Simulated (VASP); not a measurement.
The system is KTaO3 (a cell with a defect).

```
CELL_PARAMETERS angstrom
7.97088 0.00000 0.00000
0.00000 7.97088 0.00000
0.00000 0.00000 7.97088
ATOMIC_POSITIONS crystal
Ta 0.11525 0.04636 0.00769
Ta 0.26826 0.26782 0.74593
Ta 0.24972 0.75294 0.25493
Ta 0.25070 0.75492 0.74908
Ta 0.75082 0.24825 0.25887
Ta 0.76011 0.24609 0.76163
Ta 0.75344 0.75432 0.25455
Ta 0.75245 0.75195 0.75280
K 0.99882 0.99609 0.49975
K 0.98862 0.50414 0.99936
K 0.99182 0.51388 0.50327
K 0.52084 0.99700 0.01149
K 0.49740 0.00206 0.49309
K 0.50699 0.49619 0.01226
K 0.51085 0.50174 0.49245
K 0.23755 0.28606 0.27975
O 0.27580 0.21626 0.98950
O 0.16886 0.25484 0.54688
O 0.18742 0.80142 0.98858
O 0.25341 0.74274 0.50258
O 0.71489 0.25242 0.99322
O 0.79403 0.24670 0.50228
O 0.75455 0.74772 0.00076
O 0.73068 0.73952 0.50389
O 0.97298 0.16025 0.15391
O 0.99896 0.20099 0.82200
O 0.99424 0.75942 0.27001
O 0.99181 0.75314 0.73213
O 0.52709 0.24604 0.27541
O 0.50317 0.25579 0.71348
O 0.49615 0.74711 0.24409
O 0.48973 0.74111 0.76588
O 0.24327 0.99437 0.21274
O 0.24769 0.00132 0.75631
O 0.23971 0.54480 0.17144
O 0.24134 0.50689 0.77603
O 0.73606 0.98912 0.26474
O 0.73267 0.99421 0.74536
O 0.77258 0.49272 0.25035
O 0.76101 0.49193 0.74955
```

Base run:

- Program: VASP 6.6.1
- Functional: PBEsol
- Potentials or basis: VASP PAW PBE potentials, release 64 (Ta_pv, K_sv, O)
- Cutoff: 520 eV
- k mesh: 1 × 1 × 1, shifted
- Occupations: fermi-dirac, width 0.05 eV
- Spin: no spin polarisation

Its results: band gap on the k mesh 3.06 eV; pressure 7.4 GPa; largest force 0.260 eV/Å.

Q: The run is repeated on the same cell with these changes: functional from PBEsol to HSE06. What comes out?

A: Band gap on the k mesh 4.57 eV; pressure 7.1 GPa; largest force 0.507 eV/Å.

Caveats: the PAW data sets were made with another functional, which shifts forces and pressure a little; spin-orbit coupling is left out, which moves the levels of the heavy elements.

A k mesh can miss the band edges.
